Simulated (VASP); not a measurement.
# BaTe in VASP: notebook

The runs below take BaTe through single point, relaxation of shape and atoms at fixed volume, with PBE, r2SCAN.

Program: VASP 6.6.1. These are calculated values, not measurements. Logs are shortened: lines on timing, memory, paths and dates and some standing lists are left out, and cuts for length are marked.

## 1. The cell of the first run

Symmetry: P6_3/mmc, No. 194, hexagonal system. Conventional cell: a = 4.849 Å, b = 4.849 Å, c = 8.607 Å, α = 90.00°, β = 90.00°, γ = 120.00°. Ba (site symmetry -6m2) has 6 Te at 3.53 Å within 4.6 Å. Within 4.6 Å of Te (site symmetry -3m) lie 6 Ba at 3.53 Å and 2 Te at 4.30 Å.

## 2. Single point, PBE

File INCAR:

```
SYSTEM = BaTe
ALGO = Normal
EDIFF = 1E-6
ENCUT = 520
GGA = PE
ISIF = 2
ISMEAR = 0
LASPH = .True.
LCHARG = .False.
LREAL = .False.
LWAVE = .False.
NBANDS = 24
NELM = 80
PREC = Accurate
SIGMA = 0.02
```

File KPOINTS:

```
k-points
0
Gamma
  6 6 4
  0 0 0
```

File POSCAR:

```
BaTe
1.0
    4.8490244230     -0.0000000029      0.0000000000
   -2.4245122090      4.1993783353      0.0000000000
    0.0000000000      0.0000000000      8.6069377145
Ba Te
2 2
Direct
    0.6666666667      0.3333333333      0.7500000000
    0.3333333333      0.6666666667      0.2500000000
    0.0000000000      0.0000000000      0.0000000000
    0.0000000000      0.0000000000      0.5000000000
```

Potentials or basis: VASP PAW PBE potentials, release 64 (Ba_sv, Te).

Launch:

```console
> cat potpaw_PBE.64/Ba_sv/POTCAR potpaw_PBE.64/Te/POTCAR > POTCAR
> mpirun -np 1 vasp_std > vasp.out
```

OUTCAR:

```text
SYSTEM = BaTe
   EDIFF = 1E-6
   ENCUT = 520
   GGA = PE
   ISIF = 2
   ISMEAR = 0
   LASPH = .True.
   LREAL = .False.
   NELM = 80
   PREC = Accurate

 ion  position               nearest neighbor table
   1  0.667  0.333  0.750-   3 3.53   4 3.53   3 3.53   4 3.53   3 3.53   4 3.53
   2  0.333  0.667  0.250-   3 3.53   4 3.53   3 3.53   4 3.53   3 3.53   4 3.53
   3  0.000  0.000  0.000-   1 3.53   2 3.53   2 3.53   1 3.53   1 3.53   2 3.53
   4  0.000  0.000  0.500-   1 3.53   2 3.53   2 3.53   1 3.53   1 3.53   2 3.53

  LATTYP: Found a hexagonal cell.
 ALAT       =     4.8490244230
 C/A-ratio  =     1.7749833706

  Lattice vectors:

 A1 = (   4.8490244230,  -0.0000000029,   0.0000000000)
 A2 = (  -2.4245122090,   4.1993783353,   0.0000000000)
 A3 = (   0.0000000000,   0.0000000000,   8.6069377145)

Analysis of symmetry for initial positions (statically):
=====================================================================
 Subroutine PRICEL returns:
 Original cell was already a primitive cell.

 Routine SETGRP: Setting up the symmetry group for a
 hexagonal supercell.

 Subroutine GETGRP returns: Found 24 space group operations
 (whereof 12 operations were pure point group operations)
 out of a pool of 24 trial point group operations.

The static configuration has the point symmetry D_3d.
 The point group associated with its full space group is D_6h.

Analysis of symmetry for dynamics (positions and initial velocities):
=====================================================================
 Subroutine PRICEL returns:
 Original cell was already a primitive cell.

 Routine SETGRP: Setting up the symmetry group for a
 hexagonal supercell.

 Subroutine GETGRP returns: Found 24 space group operations
 (whereof 12 operations were pure point group operations)
 out of a pool of 24 trial point group operations.

The dynamic configuration has the point symmetry D_3d.
 The point group associated with its full space group is D_6h.

 Subroutine INISYM returns: Found 24 space group operations
 (whereof 12 operations are pure point group operations),
 and found     1 'primitive' translations

----------------------------------------------------------------------------------------

                                     Primitive cell

  volume of cell :     175.2621

  direct lattice vectors                    reciprocal lattice vectors
     4.849024423 -0.000000003  0.000000000     0.206227050  0.119065242  0.000000000
    -2.424512209  4.199378335  0.000000000     0.000000000  0.238130485  0.000000000
     0.000000000  0.000000000  8.606937715     0.000000000  0.000000000  0.116185342

  length of vectors
     4.849024423  4.849024423  8.606937715     0.238130485  0.238130485  0.116185342

  position of ions in fractional coordinates (direct lattice)
     0.666666667  0.333333333  0.750000000
     0.333333333  0.666666667  0.250000000
     0.000000000  0.000000000  0.000000000
     0.000000000  0.000000000  0.500000000

  ion indices of the primitive-cell ions
   primitive index   ion index
                 1           1
                 2           2
                 3           3
                 4           4

----------------------------------------------------------------------------------------

 KPOINTS: k-points

Automatic generation of k-mesh.
 Grid dimensions read from file:
 generate k-points for:    6    6    4

 Generating k-lattice:

  Cartesian coordinates                     Fractional coordinates (reciprocal lattice)
     0.034371175  0.019844207  0.000000000     0.166666667  0.000000000  0.000000000
     0.000000000  0.039688414  0.000000000     0.000000000  0.166666667  0.000000000
     0.000000000  0.000000000  0.029046335     0.000000000  0.000000000  0.250000000

  Length of vectors
     0.039688414  0.039688414  0.029046335

  Shift w.r.t. Gamma in fractional coordinates (k-lattice)
     0.000000000  0.000000000  0.000000000

 Subroutine IBZKPT returns following result:
 ===========================================

 Found     21 irreducible k-points:

 Following reciprocal coordinates:
            Coordinates               Weight
  0.000000  0.000000  0.000000      1.000000
  0.166667 -0.000000  0.000000      6.000000
  0.333333 -0.000000  0.000000      6.000000
  0.500000 -0.000000  0.000000      3.000000
  0.166667  0.166667  0.000000      6.000000
  0.333333  0.166667  0.000000     12.000000
[... 13 lines left out ...]
  0.333333  0.166667  0.500000     12.000000
  0.333333  0.333333  0.500000      2.000000
   k-points           NKPTS =     21   k-points in BZ     NKDIM =     21   number of bands    NBANDS=     24
   number of dos      NEDOS =    301   number of ions     NIONS =      4
   total plane-waves  NPLWV =  82944
   dimension x,y,z NGX =    36 NGY =   36 NGZ =   64
   dimension x,y,z NGXF=    72 NGYF=   72 NGZF=  128
   ions per type =               2   2
   NGX,Y,Z   is equivalent  to a cutoff of  12.34, 12.34, 12.36 a.u.
   NGXF,Y,Z  is equivalent  to a cutoff of  24.68, 24.68, 24.72 a.u.
 SYSTEM =  BaTe
   PREC   = accura    normal or accurate (medium, high low for compatibility)
   ISTART =      0    job   : 0-new  1-cont  2-samecut
   ICHARG =      2    charge: 1-file 2-atom 10-const
   ISPIN  =      1    spin polarized calculation?
   LNONCOLLINEAR =      F non collinear calculations
   LSORBIT =      F    spin-orbit coupling
   LASPH  =      T    aspherical Exc in radial PAW
   ENCUT  =  520.0 eV  38.22 Ry    6.18 a.u.   9.02  9.02 16.00*2*pi/ulx,y,z
   NELM   =     80;   NELMIN=  2; NELMDL= -5     # of ELM steps
   EDIFF  = 0.1E-05   stopping-criterion for ELM
   LREAL  =      F    real-space projection
   EDIFFG = 0.1E-04   stopping-criterion for IOM
   NSW    =      0    number of steps for IOM
   IBRION =     -1    ionic relax: 0-MD 1-quasi-New 2-CG
   NFREE  =      0    steps in history (QN), initial steepest desc. (CG)
   ISIF   =      2    stress and relaxation
   ISYM   =      2    0-nonsym 1-usesym 2-fastsym
   POTIM  = 0.5000    time-step for ionic-motion
   TEBEG  =    0.0;   TEEND  =   0.0 temperature during run
   PSTRESS=    0.0 pullay stress
   NELECT =      32.0000    total number of electrons
   NUPDOWN=      -1.0000    fix difference up-down
   EMIN   =  10.00;   EMAX   =-10.00  energy-range for DOS
   EFERMI =   0.00;   METHOD = LEGACY
   ISMEAR =     0;   SIGMA  =   0.02  broadening in eV -4-tet -1-fermi 0-gaus
   EFERMI_NEDOS =   21; number of points for ismear=-14 and -15
   IALGO  =     38    algorithm
   IMIX   =      4    mixing-type and parameters
     AMIX     =   0.40;   BMIX     =  1.00
     AMIX_MAG =   1.60;   BMIX_MAG =  1.00
  volume/ion in A,a.u.               =      43.82       295.68
  Fermi-wavevector in a.u.,A,eV,Ry     =   0.928743  1.755069 11.735886  0.862563
  Thomas-Fermi vector in A             =   2.054952
   LORBIT       =      0    0 simple, 1 ext, 2 COOP (PROOUT), +10 PAW based schemes
   GGA     = PE    functional components
   LHFCALC =     F    Hartree Fock is set to
   AEXX    =    0.0000 exact exchange contribution
   IVDW    =     0    specifies the selected vdW correction
   LEPSILON=     F    determine dielectric tensor
   LRPA    =     F    only Hartree local field effects (RPA)
 non-spin polarized calculation
 Gauss-broadening in eV      SIGMA  =   0.02
  energy-cutoff  :      520.00
  volume of cell :      175.26
 maximum number of plane-waves:      4748
 NGX is ok and might be reduce to    36
   NGX = 17   NGY = 17   NGZ = 33

 number of electron      32.0000001 magnetization

 Free energy of the ion-electron system (eV)
  ---------------------------------------------------
  ext. energy  EPLUGINS =         0.00000000
  ---------------------------------------------------
  free energy    TOTEN  =       -16.98416525 eV

  energy without entropy =      -16.98416525  energy(sigma->0) =      -16.98416525

 E-fermi :   2.7276     XC(G=0):  -8.1317

 val. band max:        2.5998147315   @ k =   0.0000   0.0000   0.0000
 cond. band min:       3.9095180891   @ k =   0.5000  -0.0000   0.0000
 fundamental gap:      1.3097033576
 Fermi energy:         2.7275809805

 k-point     1 :       0.0000    0.0000    0.0000
  band No.  band energies     occupation
      1     -24.9448      2.00000
      2     -24.9366      2.00000
      3     -10.4204      2.00000
      4     -10.1014      2.00000
      5     -10.1014      2.00000
      6     -10.0967      2.00000
[... 16 lines left out ...]
     23       6.1943      0.00000
     24       7.2473      0.00000

 k-point     2 :       0.1667   -0.0000    0.0000
  band No.  band energies     occupation
      1     -24.9416      2.00000
      2     -24.9344      2.00000
      3     -10.3664      2.00000
      4     -10.1970      2.00000
      5     -10.1482      2.00000
      6     -10.1224      2.00000
[... 16 lines left out ...]
     23       6.7561      0.00000
     24       6.8124      0.00000

 k-point     3 :       0.3333   -0.0000    0.0000
  band No.  band energies     occupation
      1     -24.9350      2.00000
      2     -24.9303      2.00000
      3     -10.3706      2.00000
      4     -10.2442      2.00000
      5     -10.2427      2.00000
      6     -10.1542      2.00000
[... 16 lines left out ...]
     23       6.9541      0.00000
     24       7.4680      0.00000
[... 433 lines left out ...]
 k-point    20 :       0.3333    0.1667    0.5000
  band No.  band energies     occupation
      1     -24.9299      2.00000
      2     -24.9299      2.00000
      3     -10.3592      2.00000
      4     -10.3592      2.00000
      5     -10.1839      2.00000
      6     -10.1839      2.00000
[... 16 lines left out ...]
     23       7.3248      0.00000
     24       7.3248      0.00000

 k-point    21 :       0.3333    0.3333    0.5000
  band No.  band energies     occupation
      1     -24.9286      2.00000
      2     -24.9286      2.00000
      3     -10.3373      2.00000
      4     -10.3373      2.00000
      5     -10.2423      2.00000
      6     -10.2423      2.00000
[... 16 lines left out ...]
     23       7.3855      0.00000
     24       7.3855      0.00000

------------------------ aborting loop because EDIFF is reached ----------------------------------------

  FORCE on cell =-STRESS in cart. coord.  units (eV):
  Direction    XX          YY          ZZ          XY          YZ          ZX
  --------------------------------------------------------------------------------------
  -------------------------------------------------------------------------------------
  Total        0.3297692      0.3297692      0.3638309     -0.0000000     -0.0000000      0.0000000
  in kB        3.0146209      3.0146209      3.3259995     -0.0000000     -0.0000000      0.0000000
  external PRESSURE =       3.1184137 kB  Pullay stress =       0.0000000 kB

 VOLUME and BASIS-vectors are now :
 -----------------------------------------------------------------------------
  energy-cutoff  :      520.00
  volume of cell :      175.26
      direct lattice vectors                 reciprocal lattice vectors
     4.849024423 -0.000000003  0.000000000     0.206227050  0.119065242  0.000000000
    -2.424512209  4.199378335  0.000000000     0.000000000  0.238130485  0.000000000
     0.000000000  0.000000000  8.606937715     0.000000000  0.000000000  0.116185342

 POSITION                                       TOTAL-FORCE (eV/Angst)
 -----------------------------------------------------------------------------------
      2.42451      1.39979      6.45520        -0.000000      0.000000     -0.000000
      0.00000      2.79959      2.15173        -0.000000     -0.000000     -0.000000
      0.00000      0.00000      0.00000         0.000000     -0.000000      0.000000
      0.00000      0.00000      4.30347         0.000000     -0.000000      0.000000
 -----------------------------------------------------------------------------------
    total drift:                               -0.000000      0.000000     -0.000000

  FREE ENERGIE OF THE ION-ELECTRON SYSTEM (eV)
  ---------------------------------------------------
  free  energy   TOTEN  =       -16.9841652515 eV

  energy  without entropy=      -16.9841652515  energy(sigma->0) =      -16.98416525
```

It took 2.2 min on 1 thread of Oxide Virtual Turin-like, shared host; peak memory 0.28 GiB.

What came out:

```
Free energy            : -16.9842 eV
Pressure               : 0.3 GPa
Band gap on the k mesh : 1.31 eV, indirect (least direct gap 1.63 eV)
```

Levels at points of the mesh, in eV from the valence-band top:
```tsv
k point	band 14	band 15	band 16	band 17	band 18	band 19
(0.00, 0.00, 0.00)	-0.66	-0.66	0.00	2.00	2.22	2.66
(0.50, 0.00, 0.00)	-1.32	-0.72	-0.32	1.31	3.22	3.53
(0.00, 0.00, 0.50)	-0.84	-0.84	-0.84	2.98	2.98	3.49
(0.50, 0.00, 0.50)	-1.44	-1.04	-1.04	2.14	2.14	4.39
```

Caveat: spin-orbit coupling is left out, which moves the levels of the heavy elements.

(Part 1 of 2 ends here.)
